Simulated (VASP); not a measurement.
# GaB2 (P6_3/mmc) in VASP: further runs, part 2 of 2

VASP 6.6.1. Earlier steps stand in the parts before.

### Step 4. Single point, PBE

This run uses another cell than the first one, of 11.13 Å³/atom, 1.050 times its volume.

File INCAR:

```
PREC = Accurate ; ENCUT = 520
EDIFF = 1E-6 ; ISMEAR = 0
SIGMA = 0.1 ; LREAL = F
LASPH = T ; NELM = 100
ALGO = Normal ; ISIF = 2
LWAVE = F ; LCHARG = T
GGA = PE ; LELF = T
LVHAR = T ; NBANDS = 28
```

File KPOINTS:

```
regular mesh
0
Gamma
  12 12 6
```

File POSCAR:

```
GaB2
1.0
    3.0067378933      0.0000000000      0.0000000000
   -1.5033689466      2.6039113981      0.0000000000
    0.0000000000      0.0000000000      8.5281213936
Ga B
2 4
Direct
    0.3333333333      0.6666666667      0.2500000000
    0.6666666667      0.3333333333      0.7500000000
    0.3333333333      0.6666666667      0.5058109042
    0.6666666667      0.3333333333      0.0058109042
    0.3333333333      0.6666666667      0.9941890958
    0.6666666667      0.3333333333      0.4941890958
```

Potentials or basis: VASP PAW PBE potentials, release 64 (Ga_d, B).

On the command line:

```sh
$ cat potpaw_PBE.64/Ga_d/POTCAR potpaw_PBE.64/B/POTCAR > POTCAR
$ mpirun -np 1 vasp_std > vasp.out
```

OUTCAR:

```text
PREC = Accurate
   ENCUT = 520
   EDIFF = 1E-6
   ISMEAR = 0
   LREAL = F
   LASPH = T
   NELM = 100
   ISIF = 2
   GGA = PE

 ion  position               nearest neighbor table
   1  0.333  0.667  0.250-   3 2.18   5 2.18
   2  0.667  0.333  0.750-   4 2.18   6 2.18
   3  0.333  0.667  0.506-   6 1.74   6 1.74   6 1.74   1 2.18
   4  0.667  0.333  0.006-   5 1.74   5 1.74   5 1.74   2 2.18
   5  0.333  0.667  0.994-   4 1.74   4 1.74   4 1.74   1 2.18
   6  0.667  0.333  0.494-   3 1.74   3 1.74   3 1.74   2 2.18

  LATTYP: Found a hexagonal cell.
 ALAT       =     3.0067378933
 C/A-ratio  =     2.8363368196

  Lattice vectors:

 A1 = (   3.0067378933,   0.0000000000,   0.0000000000)
 A2 = (  -1.5033689466,   2.6039113981,   0.0000000000)
 A3 = (   0.0000000000,   0.0000000000,   8.5281213936)

Analysis of symmetry for initial positions (statically):
=====================================================================
 Subroutine PRICEL returns:
 Original cell was already a primitive cell.

 Routine SETGRP: Setting up the symmetry group for a
 hexagonal supercell.

 Subroutine GETGRP returns: Found 24 space group operations
 (whereof 12 operations were pure point group operations)
 out of a pool of 24 trial point group operations.

The static configuration has the point symmetry D_3d.
 The point group associated with its full space group is D_6h.

Analysis of symmetry for dynamics (positions and initial velocities):
=====================================================================
 Subroutine PRICEL returns:
 Original cell was already a primitive cell.

 Routine SETGRP: Setting up the symmetry group for a
 hexagonal supercell.

 Subroutine GETGRP returns: Found 24 space group operations
 (whereof 12 operations were pure point group operations)
[... 124 lines left out ...]
   EMIN   =  10.00;   EMAX   =-10.00  energy-range for DOS
   EFERMI =   0.00;   METHOD = LEGACY
   ISMEAR =     0;   SIGMA  =   0.10  broadening in eV -4-tet -1-fermi 0-gaus
   EFERMI_NEDOS =   21; number of points for ismear=-14 and -15
   IALGO  =     38    algorithm
   IMIX   =      4    mixing-type and parameters
     AMIX     =   0.40;   BMIX     =  1.00
     AMIX_MAG =   1.60;   BMIX_MAG =  1.00
  volume/ion in A,a.u.               =      11.13        75.10
  Fermi-wavevector in a.u.,A,eV,Ry     =   1.356681  2.563755 25.042646  1.840583
  Thomas-Fermi vector in A             =   2.483663
   LORBIT       =      0    0 simple, 1 ext, 2 COOP (PROOUT), +10 PAW based schemes
   GGA     = PE    functional components
   LHFCALC =     F    Hartree Fock is set to
   AEXX    =    0.0000 exact exchange contribution
   IVDW    =     0    specifies the selected vdW correction
   LEPSILON=     F    determine dielectric tensor
   LRPA    =     F    only Hartree local field effects (RPA)
 non-spin polarized calculation
 Gauss-broadening in eV      SIGMA  =   0.10
  energy-cutoff  :      520.00
  volume of cell :       66.77
 maximum number of plane-waves:      1828
 NGX is ok and might be reduce to    24
   NGX = 11   NGY = 11   NGZ = 31

 number of electron      38.0000005 magnetization

 Free energy of the ion-electron system (eV)
  ---------------------------------------------------
  ext. energy  EPLUGINS =         0.00000000
  ---------------------------------------------------
  free energy    TOTEN  =       -29.88816437 eV

  energy without entropy =      -29.87759631  energy(sigma->0) =      -29.88288034

 E-fermi :   5.3760     XC(G=0): -11.3595

 val. band max:        5.3567831731   @ k =   0.3333   0.1667   0.3333
 cond. band min:       5.3760270529   @ k =   0.1667  -0.0000   0.0000
 fundamental gap:      0.0192438798
 Fermi energy:         5.3759635025

 k-point     1 :       0.0000    0.0000    0.0000
  band No.  band energies     occupation
      1      -9.7067      2.00000
      2      -9.6276      2.00000
      3      -9.5514      2.00000
      4      -9.5514      2.00000
      5      -9.5513      2.00000
      6      -9.5513      2.00000
[... 733 lines left out ...]
     27      13.2727      0.00000
     28      14.1397      0.00000

 [... further k-points ...]
[... 5 lines left out ...]
  --------------------------------------------------------------------------------------
  -------------------------------------------------------------------------------------
  Total        0.0066071      0.0066071      0.0806303      0.0000000      0.0000000     -0.0000000
  in kB        0.1585417      0.1585417      1.9347892      0.0000000      0.0000000     -0.0000000
  external PRESSURE =       0.7506242 kB  Pullay stress =       0.0000000 kB

 VOLUME and BASIS-vectors are now :
 -----------------------------------------------------------------------------
  energy-cutoff  :      520.00
  volume of cell :       66.77
      direct lattice vectors                 reciprocal lattice vectors
     3.006737893  0.000000000  0.000000000     0.332586356  0.192018822  0.000000000
    -1.503368947  2.603911398  0.000000000     0.000000000  0.384037645  0.000000000
     0.000000000  0.000000000  8.528121394     0.000000000  0.000000000  0.117259119

 POSITION                                       TOTAL-FORCE (eV/Angst)
 -----------------------------------------------------------------------------------
     -0.00000      1.73594      2.13203         0.000000      0.000000      0.000000
      1.50337      0.86797      6.39609        -0.000000     -0.000000      0.000000
     -0.00000      1.73594      4.31362        -0.000000      0.000000      0.006953
      1.50337      0.86797      0.04956         0.000000      0.000000      0.006953
     -0.00000      1.73594      8.47857         0.000000     -0.000000     -0.006953
      1.50337      0.86797      4.21450         0.000000     -0.000000     -0.006953
 -----------------------------------------------------------------------------------
    total drift:                               -0.000000      0.000000      0.000000

  FREE ENERGIE OF THE ION-ELECTRON SYSTEM (eV)
  ---------------------------------------------------
  free  energy   TOTEN  =       -29.8881643702 eV

  energy  without entropy=      -29.8775963107  energy(sigma->0) =      -29.88288034
```

stdout:

```text
POSCAR found type information on POSCAR GaB
 POSCAR found :  2 types and       6 ions
 scaLAPACK will be used
 LDA part: xc-table for (Slater+PW92), standard interpolation
 POSCAR, INCAR and KPOINTS ok, starting setup
 FFT: planning ... GRIDC
 FFT: planning ... GRID_SOFT
 FFT: planning ... GRID
 WAVECAR not read
 entering main loop
```

It took 75 s on 1 thread of AMD EPYC 9R45 (Zen 5), shared host; peak memory 0.23 GiB.

Results:

```yaml
Free_energy: -29.8882 eV
Pressure: 0.1 GPa
Largest_force: 0.007 eV/Å
Band_gap_on_the_k_mesh: zero (band 19 reaches 6.47 eV, above the bottom of band 20 at 3.43 eV)
```

Forces on the atoms (eV/Å):
```
Ga   0.000  0.000  0.000
Ga   0.000  0.000  0.000
B    0.000  0.000  0.007
B    0.000  0.000  0.007
B    0.000  0.000 -0.007
B    0.000  0.000 -0.007
```

Stress tensor (GPa, compression positive):
```
0.02 0.00 0.00
0.00 0.02 0.00
0.00 0.00 0.19
```

Levels at points of the mesh, in eV from the Fermi level:
```tsv
k point	band 15	band 16	band 17	band 18	band 19	band 20	band 21	band 22	band 23	band 24
(0.00, 0.00, 0.00)	-4.47	0.88	0.88	1.09	1.09	2.88	5.95	7.83	7.83	8.30
(0.50, 0.00, 0.00)	-5.12	-3.57	-1.67	-1.54	-1.33	0.10	0.15	1.46	5.81	6.07
(0.00, 0.00, 0.50)	-0.79	-0.79	0.98	0.98	0.98	0.98	8.06	8.06	8.06	8.06
(0.50, 0.00, 0.50)	-3.79	-3.79	-2.19	-2.19	-1.51	-1.51	3.11	3.11	4.51	4.51
```

### Step 5. Relaxation of cell and atoms, PBE

File INCAR:

```
SYSTEM = GaB2
  PREC = Accurate
  ENCUT = 600
  EDIFF = 1E-6
  ISMEAR = 0
  SIGMA = 0.1
  LREAL = .False.
  LASPH = .True.
  NELM = 80
  ALGO = Normal
  ISIF = 3
  LWAVE = .False.
  LCHARG = .False.
  GGA = PE
  IBRION = 2
  NSW = 100
  EDIFFG = -0.01
```

File KPOINTS:

```
regular mesh
0
Gamma
  12 12 6
  0 0 0
```

File POSCAR:

```
GaB2
1.0
    3.0700603726      0.0000000000      0.0000000000
   -1.5350301863      2.6587502738      0.0000000000
    0.0000000000      0.0000000000      7.7937367023
Ga B
2 4
Direct
    0.3333333333      0.6666666667      0.2500000000
    0.6666666667      0.3333333333      0.7500000000
    0.3333333333      0.6666666667      0.5141806855
    0.6666666667      0.3333333333      0.0141806855
    0.3333333333      0.6666666667      0.9858193145
    0.6666666667      0.3333333333      0.4858193145
```

On the command line:

```sh
$ cat potpaw_PBE.64/Ga_d/POTCAR potpaw_PBE.64/B/POTCAR > POTCAR
$ mpirun -np 1 vasp_std > vasp.out
```

Wall time 13 min (1 thread of AMD EPYC 9R45 (Zen 5), shared host); peak memory 0.27 GiB.

The run converged. Its results:

| Property | Result |
| --- | --- |
| Free energy | -29.8896 eV |
| Relaxed volume | 11.13 Å³/atom |
| Relaxed cell | a = 3.006 Å, b = 3.006 Å, c = 8.535 Å, α = 90.00°, β = 90.00°, γ = 120.00° |
| Space group after relaxing (to 0.05 Å) | P6_3/mmc (No. 194) |
| Energy gained by relaxing | 16.7 meV/atom |
| Ionic steps | 15 |
| Pressure after relaxing | 0.0 GPa |
| Largest force after relaxing | 0.008 eV/Å |
| Band gap on the k mesh | zero (band 19 reaches 6.47 eV, above the bottom of band 20 at 3.43 eV) |

Forces on the atoms (eV/Å):
```
Ga   0.000  0.000  0.000
Ga   0.000  0.000  0.000
B    0.000  0.000  0.008
B    0.000  0.000  0.008
B    0.000  0.000 -0.008
B    0.000  0.000 -0.008
```

Stress tensor (GPa, compression positive):
```
0.00 0.00 0.00
0.00 0.00 0.00
0.00 0.00 0.12
```

Step by step:
```tsv
step	energy change (eV)	largest force (eV/Å)	pressure (GPa)	volume (Å³)
1	0.0000	0.0594	1.28	63.62
2	-0.0293	0.1907	-0.32	64.39
3	-0.0293	0.5155	-2.49	65.51
4	-0.0385	0.3551	-1.39	64.94
5	-0.0533	0.3347	-0.73	64.86
6	-0.0606	0.3072	-0.01	64.80
7	-0.0698	0.2712	1.42	64.65
8	-0.0873	0.1362	0.93	65.36
9	-0.0965	0.0297	0.36	66.24
10	-0.0967	0.0568	0.30	66.39
11	-0.0992	0.0246	-0.25	66.89
12	-0.0994	0.0137	-0.64	67.09
13	-0.0994	0.0170	-0.46	67.03
14	-0.1003	0.0068	0.16	66.78
15	-0.1003	0.0076	0.04	66.80
```

Final structure:
```
CELL_PARAMETERS angstrom
3.00617 0.00000 0.00000
-1.50308 2.60342 0.00000
0.00000 0.00000 8.53529
ATOMIC_POSITIONS crystal
Ga 0.33333 0.66667 0.25000
Ga 0.66667 0.33333 0.75000
B 0.33333 0.66667 0.50574
B 0.66667 0.33333 0.00574
B 0.33333 0.66667 0.99426
B 0.66667 0.33333 0.49426
```

Levels at points of the mesh, in eV from the Fermi level:
| k point | band 15 | band 16 | band 17 | band 18 | band 19 | band 20 | band 21 | band 22 | band 23 |
| --- | --- | --- | --- | --- | --- | --- | --- | --- | --- |
| (0.00, 0.00, 0.00) | -4.48 | 0.89 | 0.89 | 1.10 | 1.10 | 2.86 | 5.93 | 7.84 | 7.84 |
| (0.50, 0.00, 0.00) | -5.11 | -3.56 | -1.66 | -1.54 | -1.32 | 0.09 | 0.14 | 1.47 | 5.82 |
| (0.00, 0.00, 0.50) | -0.81 | -0.81 | 0.99 | 0.99 | 0.99 | 0.99 | 8.07 | 8.07 | 8.07 |
| (0.50, 0.00, 0.50) | -3.78 | -3.78 | -2.19 | -2.19 | -1.50 | -1.50 | 3.09 | 3.09 | 4.51 |

### Step 6. The runs side by side

| task | cell | k mesh | cutoff (eV) | gap on the mesh (eV) | pressure (GPa) | relaxed volume (Å³/atom) | largest force (eV/Å) |
| --- | --- | --- | --- | --- | --- | --- | --- |
| single point | a = 3.070, b = 3.070, c = 7.794 Å, angles 90.0, 90.0, 120.0°, 6 atoms | 6 × 6 × 2 | 520 | none | 0.1 | - | 0.02 |
| relaxation of cell and atoms | relaxed from a = 2.573, b = 2.573, c = 10.006 Å, angles 90.0, 90.0, 120.0°, 6 atoms | 6 × 6 × 2 | 600 | none | 0.2 | 10.58 | - |
| single point | a = 3.007, b = 3.007, c = 8.528 Å, angles 90.0, 90.0, 120.0°, 6 atoms | 12 × 12 × 6 | 520 | none | 0.1 | - | 0.01 |
| relaxation of cell and atoms | relaxed from a = 3.070, b = 3.070, c = 7.794 Å, angles 90.0, 90.0, 120.0°, 6 atoms | 12 × 12 × 6 | 600 | none | 0.0 | 11.13 | 0.01 |

Alike in all rows: level PBE; potentials or basis VASP PAW PBE potentials, release 64 (Ga_d, B); no spin polarisation; smearing gaussian 0.1 eV.

Caveats: some runs use coarse meshes.

Total energies depend on the potentials used, so only differences within one code and one set of settings carry meaning.
